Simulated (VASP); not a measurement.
## Eu: single point with LDA

Crystal: Eu.

```
Eu
1.0
    -2.05443    2.05443    2.05443
     2.05443   -2.05443    2.05443
     2.05443    2.05443   -2.05443
Eu
1
Direct
  0.00000 0.00000 0.00000
```

```yaml
Program: VASP 6.6.1
Task: single point
Functional: LDA
Potentials_or_basis: VASP PAW PBE potentials, release 64 (Eu)
Cutoff: 520 eV
k_mesh: 11 × 11 × 11
Occupations: gaussian, width 0.6 eV
Spin: collinear spin, ferromagnetic start
Starting_moments: "[6.925] μB"
```

```json
{"Pressure": "-0.1 GPa", "Net moment": "7.17 μB per cell", "Site moments": "Eu +6.62 μB", "Valence electrons inside the program's atomic spheres": "Eu 14.69"}
```

Levels at points of the mesh, in eV from the Fermi level:
Spin up:
| k point | band 10 | band 11 | band 12 | band 13 | band 14 | band 15 |
| --- | --- | --- | --- | --- | --- | --- |
| (0.00, 0.00, 0.00) | -0.71 | -0.71 | -0.65 | 1.82 | 1.82 | 1.82 |
Spin down:
| k point | band 2 | band 3 | band 4 | band 5 | band 6 | band 7 | band 8 | band 9 |
| --- | --- | --- | --- | --- | --- | --- | --- | --- |
| (0.00, 0.00, 0.00) | -17.73 | -17.73 | -17.73 | -3.82 | 2.82 | 2.82 | 2.82 | 3.15 |

Run time: 54 s on 1 thread of Intel(R) Xeon(R) 6975P-C (Granite Rapids), on a shared host, peak memory 0.2 GiB.

Caveat: so wide a smearing shifts energies and pressures; the PAW data sets were made with another functional, which shifts forces and pressure a little; spin-orbit coupling is left out, which moves the levels of the heavy elements; semilocal functionals describe open f shells poorly, which spoils levels, moments and volumes. The state reached can hang on the start; a lower one may exist.
